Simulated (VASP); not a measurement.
Set up this calculation in VASP 6.6.1, as the native input.

```
Task                   : single point
Functional             : r2SCAN
Potentials or basis    : VASP PAW PBE potentials, release 64 (Re)
Cutoff                 : 520 eV
k mesh                 : 18 × 18 × 10
Occupations            : gaussian, width 0.05 eV
Spin                   : no spin polarisation
Dipole correction      : no
Further INCAR settings : ALGO = Normal; EDIFF = 1e-06; NBANDS = 14
```

Crystal: Re.

```
Re
1.0
     2.75778    0.00000    0.00000
    -1.37889    2.38831    0.00000
     0.00000    0.00000    4.46253
Re
2
Cartesian
  0.0000 1.5922 3.3469
  1.3789 0.7961 1.1156
```

One way to write it, as run:

POSCAR

```
Re
1.0
    2.7577772878      0.0000000000      0.0000000000
   -1.3788886439      2.3883051892      0.0000000000
    0.0000000000      0.0000000000      4.4625251524
Re
2
Direct
    0.3333333333      0.6666666667      0.7500000000
    0.6666666667      0.3333333333      0.2500000000
```

INCAR.step1

```
PREC = Accurate ; ENCUT = 520
ISMEAR = 0 ; SIGMA = 0.05
LREAL = False ; LASPH = True
NELM = 60 ; NBANDS = 14
GGA = PE ; ALGO = Normal
EDIFF = 1E-4 ; LWAVE = True
LCHARG = False
```

INCAR.step2

```
PREC = Accurate ; ENCUT = 520
EDIFF = 1E-6 ; ISMEAR = 0
SIGMA = 0.05 ; LREAL = False
LASPH = True ; NELM = 60
ALGO = Normal ; ISIF = 2
LWAVE = False ; LCHARG = True
METAGGA = R2SCAN ; LMIXTAU = True
LELF = True ; LVHAR = True
NBANDS = 14 ; ISTART = 1
```

KPOINTS

```
Automatic mesh
0
Gamma
  18 18 10
```

Potentials or basis: VASP PAW PBE potentials, release 64 (Re).

The run is started by

```bash
$ cat potpaw_PBE.64/Re/POTCAR > POTCAR
$ cp INCAR.step1 INCAR
$ mpirun -np 1 vasp_std > vasp.out
$ cp INCAR.step2 INCAR
$ mpirun -np 1 vasp_std > vasp.out
```

Results of the run:

```yaml
Pressure: 0.1 GPa
Band_gap_on_the_k_mesh: zero (band 7 reaches 9.15 eV, above the bottom of band 8 at 5.95 eV)
```

Caveat: the PAW data sets were made with another functional, which shifts forces and pressure a little; spin-orbit coupling is left out, which moves the levels of the heavy elements.

It took 4.5 min on 1 thread of Intel(R) Xeon(R) Platinum 8259CL CPU @ 2.50GHz (Skylake/Cascade Lake), on a shared host, peak memory 0.22 GiB.
